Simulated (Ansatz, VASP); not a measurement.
Two plane-wave programs on SiAu

The input INCAR:

```
SYSTEM = SiAu
PREC = Accurate ; ENCUT = 520
EDIFF = 1E-8 ; ISMEAR = -1
SIGMA = 0.08 ; LREAL = .FALSE.
LASPH = .TRUE. ; NELM = 60
ALGO = Normal ; ISIF = 2
LWAVE = .FALSE. ; LCHARG = .FALSE.
GGA = CA ; LEFG = .TRUE.
NBANDS = 14
```

KPOINTS

```
Automatic mesh
0
G
  15 15 15
  0 0 0
```

The input POSCAR:

```
SiAu
1.0
    1.6482809970     -0.9516354773      3.6168697693
    0.0000000000      1.9032709546      3.6168697693
   -1.6482809970     -0.9516354773      3.6168697693
Au Si
1 1
Direct
    0.0000000000      0.0000000000      0.0000000000
    0.5000000000      0.5000000000      0.5000000000
```

Input for Ansatz:

```yaml
crystal:
  lattice:
    - [1.648280997, -0.9516354773, 3.6168697693]
    - [0.0, 1.9032709546, 3.6168697693]
    - [-1.648280997, -0.9516354773, 3.6168697693]
  atoms:
    - { symbol: Au, position: [0.0, 0.0, 0.0] }
    - { symbol: Si, position: [0.5, 0.5, 0.5] }
kpoints:
  mp_grid: { grid: [15, 15, 15] }
  band_path:
    path:
      - [0.0, 0.0, 0.0]
      - [0.5, 0.5, 0.5]
      - [0.7871820007, 0.2128179993, 0.5]
      - [0.5, -0.2128179993, 0.2128179993]
      - [0.5, 0.0, 0.0]
      - [0.0, 0.0, 0.0]
      - [0.3564089997, -0.3564089997, 0.0]
      - [0.6435910003, 0.0, 0.3564089997]
      - [0.5, 0.0, 0.5]
    npoints: 5
scf:
  occupations: { method: fermi_dirac, width: 0.08 }
hamiltonian:
  xc: lda
  pseudopotentials: { kind: paw }
output:
  forces: true
  stress: true
  eigenvalues: true
  efg: { contact_densities: true }
```

Alike in both runs: task electric field gradients; functional LDA; k mesh 15 × 15 × 15; occupations fermi-dirac, width 0.08 eV; no spin polarisation.

```csv
,VASP,Ansatz
version,VASP 6.6.1,Ansatz 0.2.0
potentials or method,"VASP PAW LDA potentials, release 64 (Au, Si)","PAW with Ansatz's default frozen-core files, scalar-relativistic"
plane-wave cutoff (eV),520,420
valence electrons in the cell,15,23
```

```csv
,VASP,Ansatz,Ansatz less VASP
pressure (GPa),-5.0,-5.3,-0.30
"traceless stress, the component that is largest in VASP (GPa)",-0.15,-0.38,-0.232
size of Vzz on the site where it differs most (V/Å²),309.1,215.5,-93.66
```

LDA's correlation is that of Perdew and Zunger in VASP and of Perdew and Wang (1992) in Ansatz. VASP's potentials hold 15 valence electrons a cell and Ansatz's 23, so a difference there can come from the potentials and not from the codes.

Spin-orbit coupling is off throughout.
